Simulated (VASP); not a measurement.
# PdPt2Se3 (P-3m1) in VASP: notebook, part 2 of 2

VASP 6.6.1. The steps go on from the part before.

## (3) Single point, PBE

This run uses another cell than the first one, of 22.50 Å³/atom.

INCAR reads:

```
SYSTEM = PdPt2Se3
ALGO = Normal
EDIFF = 1E-6
ENCUT = 520
GGA = PE
ISIF = 2
ISMEAR = 0
LASPH = .True.
LCHARG = .False.
LREAL = .False.
LWAVE = .False.
NBANDS = 33
NELM = 60
PREC = Accurate
SIGMA = 0.1
```

KPOINTS reads:

```
k-points
0
Gamma
  6 6 2
  0 0 0
```

POSCAR reads:

```
PdPt2Se3
1.0
    4.0043535500      0.0000000000      0.0000000000
   -2.0021767700      3.4678719000      0.0000000000
    0.0000000000      0.0000000000      9.7235544700
Pd Pt Se
1 2 3
Direct
    0.0000000000      0.0000000000      0.0000000000
    0.3333333300      0.6666666700      0.6735060200
    0.6666666700      0.3333333300      0.3264939800
    0.3333333300      0.6666666700      0.1539180000
    0.6666666700      0.3333333300      0.8460820000
    0.0000000000      0.0000000000      0.5000000000
```

Potentials or basis: VASP PAW PBE potentials, release 64 (Pd, Pt, Se).

Started as:

```sh
$ cat potpaw_PBE.64/Pd/POTCAR potpaw_PBE.64/Pt/POTCAR potpaw_PBE.64/Se/POTCAR > POTCAR
$ mpirun -np 1 vasp_std > vasp.out
```

OUTCAR:

```text
SYSTEM = PdPt2Se3
   EDIFF = 1E-6
   ENCUT = 520
   GGA = PE
   ISIF = 2
   ISMEAR = 0
   LASPH = .True.
   LREAL = .False.
   NELM = 60
   PREC = Accurate

 ion  position               nearest neighbor table
   1  0.000  0.000  0.000-   4 2.75   5 2.75   4 2.75   5 2.75   5 2.75   4 2.75
   2  0.333  0.667  0.674-   5 2.86   5 2.86   5 2.86   6 2.86   6 2.86   6 2.86
   3  0.667  0.333  0.326-   4 2.86   4 2.86   4 2.86   6 2.86   6 2.86   6 2.86
   4  0.333  0.667  0.154-   1 2.75   1 2.75   1 2.75   3 2.86   3 2.86   3 2.86
   5  0.667  0.333  0.846-   1 2.75   1 2.75   1 2.75   2 2.86   2 2.86   2 2.86
   6  0.000  0.000  0.500-   2 2.86   3 2.86   2 2.86   3 2.86   3 2.86   2 2.86

  LATTYP: Found a hexagonal cell.
 ALAT       =     4.0043535500
 C/A-ratio  =     2.4282457452

  Lattice vectors:

 A1 = (   4.0043535500,   0.0000000000,   0.0000000000)
 A2 = (  -2.0021767700,   3.4678719000,   0.0000000000)
 A3 = (   0.0000000000,   0.0000000000,   9.7235544700)

Analysis of symmetry for initial positions (statically):
=====================================================================
 Subroutine PRICEL returns:
 Original cell was already a primitive cell.

 Routine SETGRP: Setting up the symmetry group for a
 hexagonal supercell.

 Subroutine GETGRP returns: Found 12 space group operations
 (whereof 12 operations were pure point group operations)
 out of a pool of 24 trial point group operations.

The static configuration has the point symmetry D_3d.

Analysis of symmetry for dynamics (positions and initial velocities):
=====================================================================
 Subroutine PRICEL returns:
 Original cell was already a primitive cell.

 Routine SETGRP: Setting up the symmetry group for a
 hexagonal supercell.

 Subroutine GETGRP returns: Found 12 space group operations
 (whereof 12 operations were pure point group operations)
 out of a pool of 24 trial point group operations.

The dynamic configuration has the point symmetry D_3d.

[... 118 lines left out ...]
  Thomas-Fermi vector in A             =   2.296297
   LORBIT       =      0    0 simple, 1 ext, 2 COOP (PROOUT), +10 PAW based schemes
   GGA     = PE    functional components
   LHFCALC =     F    Hartree Fock is set to
   AEXX    =    0.0000 exact exchange contribution
   IVDW    =     0    specifies the selected vdW correction
   LEPSILON=     F    determine dielectric tensor
   LRPA    =     F    only Hartree local field effects (RPA)
 non-spin polarized calculation
 Gauss-broadening in eV      SIGMA  =   0.10
  energy-cutoff  :      520.00
  volume of cell :      135.03
 maximum number of plane-waves:      3655
 NGX is ok and might be reduce to    30
   NGX = 15   NGY = 15   NGZ = 37

 number of electron      48.0000001 magnetization

 Free energy of the ion-electron system (eV)
  ---------------------------------------------------
  ext. energy  EPLUGINS =         0.00000000
  ---------------------------------------------------
  free energy    TOTEN  =       -26.96936031 eV

  energy without entropy =      -26.94364045  energy(sigma->0) =      -26.95650038

 E-fermi :   4.6591     XC(G=0): -10.4086

 val. band max:        4.6491958974   @ k =   0.3333   0.1667   0.0000
 cond. band min:       4.6792115456   @ k =   0.1667   0.1667   0.5000
 fundamental gap:      0.0300156482
 Fermi energy:         4.6591206594

 k-point     1 :       0.0000    0.0000    0.0000
  band No.  band energies     occupation
      1      -8.9311      2.00000
      2      -8.3058      2.00000
      3      -8.2111      2.00000
      4      -0.2746      2.00000
      5      -0.1905      2.00000
      6       0.8421      2.00000
[... 493 lines left out ...]
     32      10.9603      0.00000
     33      10.9603      0.00000

------------------------ aborting loop because EDIFF is reached ----------------------------------------

  FORCE on cell =-STRESS in cart. coord.  units (eV):
  Direction    XX          YY          ZZ          XY          YZ          ZX
  --------------------------------------------------------------------------------------
  -------------------------------------------------------------------------------------
  Total      -12.2285868    -12.2285868    -12.2619212     -0.0000000      0.0000000      0.0000000
  in kB     -145.0996419   -145.0996419   -145.4951744     -0.0000002      0.0000000      0.0000000
  external PRESSURE =    -145.2314861 kB  Pullay stress =       0.0000000 kB

 VOLUME and BASIS-vectors are now :
 -----------------------------------------------------------------------------
  energy-cutoff  :      520.00
  volume of cell :      135.03
      direct lattice vectors                 reciprocal lattice vectors
     4.004353550  0.000000000  0.000000000     0.249728199  0.144180643  0.000000000
    -2.002176770  3.467871900  0.000000000     0.000000000  0.288361286  0.000000000
     0.000000000  0.000000000  9.723554470     0.000000000  0.000000000  0.102843050

 POSITION                                       TOTAL-FORCE (eV/Angst)
 -----------------------------------------------------------------------------------
      0.00000      0.00000      0.00000         0.000000      0.000000      0.000000
     -0.00000      2.31191      6.54887        -0.000000      0.000000      0.080354
      2.00218      1.15596      3.17468         0.000000      0.000000     -0.080354
     -0.00000      2.31191      1.49663        -0.000000      0.000000      0.819434
      2.00218      1.15596      8.22692         0.000000     -0.000000     -0.819434
      0.00000      0.00000      4.86178         0.000000      0.000000      0.000000
 -----------------------------------------------------------------------------------
    total drift:                                0.000000     -0.000000      0.000000

  FREE ENERGIE OF THE ION-ELECTRON SYSTEM (eV)
  ---------------------------------------------------
  free  energy   TOTEN  =       -26.9693603075 eV

  energy  without entropy=      -26.9436404483  energy(sigma->0) =      -26.95650038
```

OSZICAR:

```text
N       E                     dE             d eps       ncg     rms          rms(c)
DAV:   1     0.262182533071E+03    0.26218E+03   -0.21447E+04   924   0.129E+03
DAV:   2    -0.126109826527E+02   -0.27479E+03   -0.25741E+03  1051   0.254E+02
DAV:   3    -0.272598610779E+02   -0.14649E+02   -0.14081E+02  1112   0.554E+01
DAV:   4    -0.274863170281E+02   -0.22646E+00   -0.22602E+00  1062   0.784E+00
DAV:   5    -0.274904901306E+02   -0.41731E-02   -0.41719E-02  1141   0.102E+00    0.939E+00
DAV:   6    -0.273358206872E+02    0.15467E+00   -0.29995E+00  1067   0.133E+01    0.751E+00
DAV:   7    -0.270753248644E+02    0.26050E+00   -0.12881E+00  1052   0.130E+01    0.483E+00
DAV:   8    -0.269941759428E+02    0.81149E-01   -0.44781E-01  1014   0.742E+00    0.217E+00
DAV:   9    -0.269717480107E+02    0.22428E-01   -0.12089E-01  1019   0.321E+00    0.404E-01
DAV:  10    -0.269695531045E+02    0.21949E-02   -0.81797E-03   977   0.776E-01    0.225E-01
DAV:  11    -0.269693798559E+02    0.17325E-03   -0.20326E-03  1101   0.258E-01    0.611E-02
DAV:  12    -0.269693576560E+02    0.22200E-04   -0.15628E-04  1073   0.999E-02    0.298E-02
DAV:  13    -0.269693566529E+02    0.10030E-05   -0.51057E-05  1006   0.442E-02    0.120E-02
DAV:  14    -0.269693603759E+02   -0.37229E-05   -0.37785E-06   962   0.159E-02    0.596E-03
DAV:  15    -0.269693603075E+02    0.68333E-07   -0.11238E-06   576   0.907E-03
   1 F= -.26969360E+02 E0= -.26956500E+02  d E =-.257199E-01
```

stdout:

```text
POSCAR found type information on POSCAR PdPtSe
 POSCAR found :  3 types and       6 ions
 scaLAPACK will be used
 LDA part: xc-table for (Slater+PW92), standard interpolation
 POSCAR, INCAR and KPOINTS ok, starting setup
 FFT: planning ... GRIDC
 FFT: planning ... GRID_SOFT
 FFT: planning ... GRID
 WAVECAR not read
 entering main loop
```

Wall time 38 s (1 thread of Intel Xeon 6975P-C (Granite Rapids), shared host); peak memory 0.26 GiB.

What came out:

- Free energy: -26.9694 eV
- Pressure: -14.5 GPa
- Largest force: 0.819 eV/Å
- Band gap on the k mesh: zero (bands 24 and 25 overlap by 1.32 eV)

Forces in eV/Å, atoms in the order of the input:
```
Pd   0.000  0.000  0.000
Pt   0.000  0.000  0.080
Pt   0.000  0.000 -0.080
Se   0.000  0.000  0.819
Se   0.000  0.000 -0.819
Se   0.000  0.000  0.000
```

Levels at points of the mesh, in eV from the Fermi level:
| k point | band 22 | band 23 | band 24 | band 25 | band 26 | band 27 |
| --- | --- | --- | --- | --- | --- | --- |
| (0.00, 0.00, 0.00) | -0.97 | -0.92 | 0.87 | 1.34 | 1.34 | 1.34 |
| (0.50, 0.00, 0.00) | -1.10 | -1.04 | 0.51 | 0.79 | 0.92 | 1.00 |
| (0.00, 0.00, 0.50) | 0.03 | 0.03 | 0.03 | 0.03 | 1.98 | 1.98 |
| (0.50, 0.00, 0.50) | -0.60 | -0.56 | -0.54 | -0.46 | 1.60 | 1.99 |

Caveat: the cell stands under tension; spin-orbit coupling is left out, which moves the levels of the heavy elements.

## (4) Single point, PBE

This run uses another cell than the first one, of 18.58 Å³/atom.

INCAR reads:

```
PREC = Accurate
ENCUT = 520
EDIFF = 1E-6
ISMEAR = 0
SIGMA = 0.1
LREAL = False
LASPH = True
NELM = 80
ALGO = Normal
ISIF = 2
LWAVE = False
LCHARG = True
GGA = PE
LELF = True
LVHAR = True
NBANDS = 33
```

KPOINTS reads:

```
regular mesh
0
Gamma
  12 12 4
```

POSCAR reads:

```
PdPt2Se3
1.0
    3.7429350572      0.0000000000      0.0000000000
   -1.8714675286      3.2414768443      0.0000000000
    0.0000000000      0.0000000000      9.1905327363
Pd Pt Se
1 2 3
Direct
    0.0000000000      0.0000000000      0.0000000000
    0.3333333333      0.6666666667      0.6702692241
    0.6666666667      0.3333333333      0.3297307759
    0.3333333333      0.6666666667      0.1739205474
    0.6666666667      0.3333333333      0.8260794526
    0.0000000000      0.0000000000      0.5000000000
```

Started as:

```sh
$ cat potpaw_PBE.64/Pd/POTCAR potpaw_PBE.64/Pt/POTCAR potpaw_PBE.64/Se/POTCAR > POTCAR
$ mpirun -np 1 vasp_std > vasp.out
```

Run time: 1.9 min. Hardware: 1 thread of Intel Xeon 6975P-C (Granite Rapids), shared host; peak memory 0.39 GiB.

The run converged. Its results:

- Free energy: -28.4921 eV
- Pressure: 0.0 GPa
- Largest force: 0.007 eV/Å
- Band gap on the k mesh: zero (bands 24 and 25 overlap by 2.11 eV)

Forces on the atoms (eV/Å):
```
Pd   0.000  0.000  0.000
Pt   0.000  0.000 -0.007
Pt   0.000  0.000  0.007
Se   0.000  0.000 -0.003
Se   0.000  0.000  0.003
Se   0.000  0.000  0.000
```

Levels at points of the mesh, in eV from the Fermi level:
```tsv
k point	band 22	band 23	band 24	band 25	band 26	band 27
(0.00, 0.00, 0.00)	-1.28	-1.19	1.55	1.55	1.81	1.95
(0.50, 0.00, 0.00)	-1.62	-1.13	0.58	0.82	0.93	1.41
(0.00, 0.00, 0.50)	-0.32	-0.32	0.27	0.27	2.69	2.69
(0.50, 0.00, 0.50)	-1.09	-0.64	-0.61	-0.56	1.94	2.62
```

Caveat: spin-orbit coupling is left out, which moves the levels of the heavy elements.

## (5) Relaxation of cell and atoms, PBE

This run uses another cell than the first one, of 22.50 Å³/atom.

INCAR reads:

```
PREC = Accurate
ENCUT = 600
EDIFF = 1E-7
ISMEAR = 0
SIGMA = 0.1
LREAL = False
LASPH = True
NELM = 100
ALGO = Normal
ISIF = 3
LWAVE = False
LCHARG = False
GGA = PE
IBRION = 2
NSW = 90
EDIFFG = -0.04
```

KPOINTS reads:

```
regular mesh
0
Gamma
  6 6 2
```

POSCAR reads:

```
PdPt2Se3
1.0
    4.0043535500      0.0000000000      0.0000000000
   -2.0021767700      3.4678719000      0.0000000000
    0.0000000000      0.0000000000      9.7235544700
Pd Pt Se
1 2 3
Direct
    0.0000000000      0.0000000000      0.0000000000
    0.3333333300      0.6666666700      0.6735060200
    0.6666666700      0.3333333300      0.3264939800
    0.3333333300      0.6666666700      0.1539180000
    0.6666666700      0.3333333300      0.8460820000
    0.0000000000      0.0000000000      0.5000000000
```

Started as:

```sh
$ cat potpaw_PBE.64/Pd/POTCAR potpaw_PBE.64/Pt/POTCAR potpaw_PBE.64/Se/POTCAR > POTCAR
$ mpirun -np 1 vasp_std > vasp.out
```

Wall time 4.7 min (1 thread of Intel Xeon 6975P-C (Granite Rapids), shared host); peak memory 0.33 GiB.

It converged, with:

- Free energy: -28.5082 eV
- Relaxed volume: 18.68 Å³/atom
- Relaxed cell: a = 3.768 Å, b = 3.768 Å, c = 9.113 Å, α = 90.00°, β = 90.00°, γ = 120.00°
- Space group after relaxing (to 0.1 Å): P-3m1 (No. 164)
- Energy gained by relaxing: 256.5 meV/atom
- Ionic steps: 10
- Pressure after relaxing: 0.0 GPa
- Largest force after relaxing: 0.008 eV/Å
- Band gap on the k mesh: zero (bands 24 and 25 overlap by 2.13 eV)

Forces in eV/Å, atoms in the order of the input:
```
Pd   0.000  0.000  0.000
Pt   0.000  0.000 -0.008
Pt   0.000  0.000  0.008
Se   0.000  0.000  0.005
Se   0.000  0.000 -0.005
Se   0.000  0.000  0.000
```

Stress tensor (GPa, compression positive):
```
-0.12  0.00  0.00
 0.00 -0.12  0.00
 0.00  0.00  0.18
```

The path:
| step | energy change (eV) | largest force (eV/Å) | pressure (GPa) | volume (Å³) |
| --- | --- | --- | --- | --- |
| 1 | 0.0000 | 0.8192 | -14.51 | 135.03 |
| 2 | -0.7416 | 0.9821 | 19.24 | 98.98 |
| 3 | -1.3640 | 1.0126 | 0.01 | 111.17 |
| 4 | -1.3643 | 1.0143 | 0.51 | 110.73 |
| 5 | -1.4467 | 0.7250 | 0.73 | 110.55 |
| 6 | -1.5180 | 0.2055 | 1.85 | 110.20 |
| 7 | -1.5123 | 0.1253 | -2.66 | 114.58 |
| 8 | -1.5309 | 0.1514 | -0.30 | 112.16 |
| 9 | -1.5351 | 0.1018 | -0.21 | 112.12 |
| 10 | -1.5391 | 0.0075 | -0.02 | 112.05 |

Final structure:
```
Pd Pt Se
1.0
     3.76800    0.00000    0.00000
    -1.88400    3.26318    0.00000
     0.00000    0.00000    9.11303
Pd Pt Se
1 2 3
Direct
  0.00000 0.00000 0.00000
  0.33333 0.66667 0.67157
  0.66667 0.33333 0.32843
  0.33333 0.66667 0.17567
  0.66667 0.33333 0.82433
  0.00000 0.00000 0.50000
```

Levels at points of the mesh, in eV from the Fermi level:
```csv
k point,band 21,band 22,band 23,band 24,band 25,band 26,band 27,band 28
"(0.00, 0.00, 0.00)",-1.31,-1.31,-1.07,1.56,1.56,1.79,1.97,1.97
"(0.50, 0.00, 0.00)",-1.68,-1.57,-1.11,0.58,0.81,0.90,1.45,1.58
"(0.00, 0.00, 0.50)",-1.42,-0.36,-0.36,0.32,0.32,2.70,2.70,3.29
"(0.50, 0.00, 0.50)",-1.40,-1.09,-0.62,-0.58,-0.57,2.00,2.63,2.70
```

Caveat: the volume moved by over 15 % at a fixed basis, so the end points are rough; spin-orbit coupling is left out, which moves the levels of the heavy elements.

## (6) Overview

| task | cell | k mesh | cutoff (eV) | gap on the mesh (eV) | pressure (GPa) | largest force (eV/Å) |
| --- | --- | --- | --- | --- | --- | --- |
| single point | a = 3.755, b = 3.755, c = 9.175 Å, angles 90.0, 90.0, 120.0°, 6 atoms, atomic positions A | 6 × 6 × 2 | 520 | none | 0.0 | 0.03 |
| single point | a = 4.004, b = 4.004, c = 9.724 Å, angles 90.0, 90.0, 120.0°, 6 atoms, atomic positions B | 6 × 6 × 2 | 520 | none | -14.5 | 0.82 |
| single point | a = 3.743, b = 3.743, c = 9.191 Å, angles 90.0, 90.0, 120.0°, 6 atoms, atomic positions C | 12 × 12 × 4 | 520 | none | 0.0 | 0.01 |
| relaxation of cell and atoms | relaxed from a = 4.004, b = 4.004, c = 9.724 Å, angles 90.0, 90.0, 120.0°, 6 atoms, atomic positions B | 6 × 6 × 2 | 600 | none | 0.0 | 0.01 |

Alike in all rows: level PBE; potentials or basis VASP PAW PBE potentials, release 64 (Pd, Pt, Se); no spin polarisation; smearing gaussian 0.1 eV.

Caveats: spin-orbit coupling is left out, which moves the levels of the heavy elements; the cell stands under tension (at least some runs); the volume moved by over 15 % at a fixed basis, so the end points are rough (at least some runs).

Total energies depend on the potentials used, so only differences within one code and one set of settings carry meaning.
